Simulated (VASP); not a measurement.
# Pt (P6_3/mmc) in VASP: a series of runs

Pt is run at these levels: PBEsol; tasks: single point.

Program: VASP 6.6.1. These are calculated values, not measurements. Logs are shortened: lines on timing, memory, paths and dates and some standing lists are left out, and cuts for length are marked.

**1. The cell of the first run**

The structure is hexagonal, space group P6_3/mmc (No. 194). Conventional cell: a = 2.721 Å, b = 2.721 Å, c = 4.721 Å, α = 90.00°, β = 90.00°, γ = 120.00°. Pt (site symmetry -6m2) has 12 Pt at 2.72 to 2.84 Å within 3.6 Å.

This isn't the form of Pt at room conditions, which is fcc.

**2. Single point, PBEsol**

The input, INCAR:

```
PREC     = Accurate       # precision mode
ENCUT    = 500            # plane-wave cutoff, eV
EDIFF    = 1E-6           # SCF threshold, eV
ISMEAR   = 0              # smearing method
SIGMA    = 0.1            # smearing width, eV
LREAL    = F              # projectors in reciprocal space
LASPH    = T              # aspherical terms in the spheres
NELM     = 120            # most SCF steps
ALGO     = Normal         # electronic algorithm
ISIF     = 2              # what is computed and relaxed
LWAVE    = F              # write WAVECAR
LCHARG   = F              # write CHGCAR
GGA      = PS             # functional
NBANDS   = 17             # bands
GGA_COMPAT= F
```

The input, KPOINTS:

```
Automatic mesh
0
Gamma
  9 9 4
```

The input, POSCAR:

```
Pt
1.0
    2.7207743399      0.0000000000      0.0000000000
   -1.3603871699      2.3562596963      0.0000000000
    0.0000000000      0.0000000000      4.7207310393
Pt
2
Direct
    0.6666666667      0.3333333333      0.7500000000
    0.3333333333      0.6666666667      0.2500000000
```

Potentials or basis: VASP PAW PBE potentials, release 64 (Pt).

Run with:

```bash
cat potpaw_PBE.64/Pt/POTCAR > POTCAR
mpirun -np 1 vasp_std > vasp.out
```

OUTCAR:

```text
PREC = Accurate
   ENCUT = 500
   EDIFF = 1E-6
   ISMEAR = 0
   LREAL = F
   LASPH = T
   NELM = 120
   ISIF = 2
   GGA = PS

 ion  position               nearest neighbor table
   1  0.667  0.333  0.750-   2 2.84   2 2.84   2 2.84   2 2.84   2 2.84   2 2.84
   2  0.333  0.667  0.250-   1 2.84   1 2.84   1 2.84   1 2.84   1 2.84   1 2.84

  LATTYP: Found a hexagonal cell.
 ALAT       =     2.7207743399
 C/A-ratio  =     1.7350689361

  Lattice vectors:

 A1 = (   2.7207743399,   0.0000000000,   0.0000000000)
 A2 = (  -1.3603871699,   2.3562596963,   0.0000000000)
 A3 = (   0.0000000000,   0.0000000000,   4.7207310393)

Analysis of symmetry for initial positions (statically):
=====================================================================
 Subroutine PRICEL returns:
 Original cell was already a primitive cell.

 Routine SETGRP: Setting up the symmetry group for a
 hexagonal supercell.

 Subroutine GETGRP returns: Found 24 space group operations
 (whereof 12 operations were pure point group operations)
 out of a pool of 24 trial point group operations.

The static configuration has the point symmetry D_3d.
 The point group associated with its full space group is D_6h.

Analysis of symmetry for dynamics (positions and initial velocities):
=====================================================================
 Subroutine PRICEL returns:
 Original cell was already a primitive cell.

 Routine SETGRP: Setting up the symmetry group for a
 hexagonal supercell.

 Subroutine GETGRP returns: Found 24 space group operations
 (whereof 12 operations were pure point group operations)
 out of a pool of 24 trial point group operations.

The dynamic configuration has the point symmetry D_3d.
 The point group associated with its full space group is D_6h.

 Subroutine INISYM returns: Found 24 space group operations
 (whereof 12 operations are pure point group operations),
 and found     1 'primitive' translations

----------------------------------------------------------------------------------------

                                     Primitive cell

  volume of cell :      30.2639

  direct lattice vectors                    reciprocal lattice vectors
     2.720774340  0.000000000  0.000000000     0.367542425  0.212200718  0.000000000
[... 81 lines left out ...]
   LNONCOLLINEAR =      F non collinear calculations
   LSORBIT =      F    spin-orbit coupling
   LASPH  =      T    aspherical Exc in radial PAW
   ENCUT  =  500.0 eV  36.75 Ry    6.06 a.u.   4.96  4.96  8.61*2*pi/ulx,y,z
   NELM   =    120;   NELMIN=  2; NELMDL= -5     # of ELM steps
   EDIFF  = 0.1E-05   stopping-criterion for ELM
   LREAL  =      F    real-space projection
   EDIFFG = 0.1E-04   stopping-criterion for IOM
   NSW    =      0    number of steps for IOM
   IBRION =     -1    ionic relax: 0-MD 1-quasi-New 2-CG
   NFREE  =      0    steps in history (QN), initial steepest desc. (CG)
   ISIF   =      2    stress and relaxation
   ISYM   =      2    0-nonsym 1-usesym 2-fastsym
   POTIM  = 0.5000    time-step for ionic-motion
   TEBEG  =    0.0;   TEEND  =   0.0 temperature during run
   PSTRESS=    0.0 pullay stress
   NELECT =      20.0000    total number of electrons
   NUPDOWN=      -1.0000    fix difference up-down
   EMIN   =  10.00;   EMAX   =-10.00  energy-range for DOS
   EFERMI =   0.00;   METHOD = LEGACY
   ISMEAR =     0;   SIGMA  =   0.10  broadening in eV -4-tet -1-fermi 0-gaus
   EFERMI_NEDOS =   21; number of points for ismear=-14 and -15
   IALGO  =     38    algorithm
   IMIX   =      4    mixing-type and parameters
     AMIX     =   0.40;   BMIX     =  1.00
     AMIX_MAG =   1.60;   BMIX_MAG =  1.00
  volume/ion in A,a.u.               =      15.13       102.12
  Fermi-wavevector in a.u.,A,eV,Ry     =   1.425968  2.694689 27.665888  2.033385
  Thomas-Fermi vector in A             =   2.546296
   LORBIT       =      0    0 simple, 1 ext, 2 COOP (PROOUT), +10 PAW based schemes
   GGA     = PS    functional components
   LHFCALC =     F    Hartree Fock is set to
   AEXX    =    0.0000 exact exchange contribution
   IVDW    =     0    specifies the selected vdW correction
   LEPSILON=     F    determine dielectric tensor
   LRPA    =     F    only Hartree local field effects (RPA)
 non-spin polarized calculation
 Gauss-broadening in eV      SIGMA  =   0.10
  energy-cutoff  :      500.00
  volume of cell :       30.26
 maximum number of plane-waves:       786
 NGX is ok and might be reduce to    20
   NGX =  9   NGY =  9   NGZ = 17

 number of electron      20.0000001 magnetization

 Free energy of the ion-electron system (eV)
  ---------------------------------------------------
  ext. energy  EPLUGINS =         0.00000000
  ---------------------------------------------------
  free energy    TOTEN  =       -13.80365865 eV

  energy without entropy =      -13.78023132  energy(sigma->0) =      -13.79194499

 E-fermi :  10.9879     XC(G=0): -13.6040

 val. band max:       10.9705966077   @ k =   0.2222  -0.0000   0.0000
 cond. band min:      11.0189414295   @ k =   0.3333  -0.0000   0.0000
 fundamental gap:      0.0483448218
 Fermi energy:        10.9879322305

 k-point     1 :       0.0000    0.0000    0.0000
  band No.  band energies     occupation
      1       0.7694      2.00000
      2       3.4741      2.00000
      3       6.7666      2.00000
      4       7.3273      2.00000
      5       7.3273      2.00000
      6       7.7225      2.00000
[... 457 lines left out ...]
      4       6.4137      2.00000
      5       7.0705      2.00000
      6       7.0705      2.00000
[... 9 lines left out ...]
     16      21.9766      0.00000
     17      27.0134      0.00000

 [... further k-points ...]

------------------------ aborting loop because EDIFF is reached ----------------------------------------

  FORCE on cell =-STRESS in cart. coord.  units (eV):
  Direction    XX          YY          ZZ          XY          YZ          ZX
  --------------------------------------------------------------------------------------
  -------------------------------------------------------------------------------------
  Total       -0.0240530     -0.0240530     -0.0401047     -0.0000000      0.0000000     -0.0000000
  in kB       -1.2733710     -1.2733710     -2.1231502     -0.0000000      0.0000000     -0.0000000
  external PRESSURE =      -1.5566308 kB  Pullay stress =       0.0000000 kB

 VOLUME and BASIS-vectors are now :
 -----------------------------------------------------------------------------
  energy-cutoff  :      500.00
  volume of cell :       30.26
      direct lattice vectors                 reciprocal lattice vectors
     2.720774340  0.000000000  0.000000000     0.367542425  0.212200718  0.000000000
    -1.360387170  2.356259696  0.000000000     0.000000000  0.424401437  0.000000000
     0.000000000  0.000000000  4.720731039     0.000000000  0.000000000  0.211831598

 POSITION                                       TOTAL-FORCE (eV/Angst)
 -----------------------------------------------------------------------------------
      1.36039      0.78542      3.54055        -0.000000     -0.000000      0.000000
     -0.00000      1.57084      1.18018         0.000000      0.000000      0.000000
 -----------------------------------------------------------------------------------
    total drift:                               -0.000000      0.000000     -0.000000

  FREE ENERGIE OF THE ION-ELECTRON SYSTEM (eV)
  ---------------------------------------------------
  free  energy   TOTEN  =       -13.8036586533 eV

  energy  without entropy=      -13.7802313227  energy(sigma->0) =      -13.79194499
```

stdout:

```text
POSCAR found type information on POSCAR Pt
 POSCAR found :  1 types and       2 ions
 scaLAPACK will be used
 -----------------------------------------------------------------------------
|                                                                             |
|                                                                             |
|     You enforced a specific xc type in the INCAR file but a different       |
|     I HOPE YOU KNOW WHAT YOU ARE DOING!                                     |
|                                                                             |
 -----------------------------------------------------------------------------

 LDA part: xc-table for (Slater+PW92), standard interpolation
 POSCAR, INCAR and KPOINTS ok, starting setup
 FFT: planning ... GRIDC
 FFT: planning ... GRID_SOFT
 FFT: planning ... GRID
 WAVECAR not read
 entering main loop
```

Run time: 8.9 s. Hardware: 1 thread of Intel Xeon 6975P-C (Granite Rapids), shared host; peak memory 0.14 GiB.

What came out:

| Item | Value |
| --- | --- |
| Free energy | -13.8037 eV |
| Pressure | -0.2 GPa |
| Band gap on the k mesh | zero (bands 10 and 11 overlap by 1.22 eV) |

Stress tensor (GPa, compression positive):
```
-0.13  0.00  0.00
 0.00 -0.13  0.00
 0.00  0.00 -0.21
```

Caveat: the PAW data sets were made with another functional, which shifts forces and pressure a little; spin-orbit coupling is left out, which moves the levels of the heavy elements.

[end of part 1 of 3]
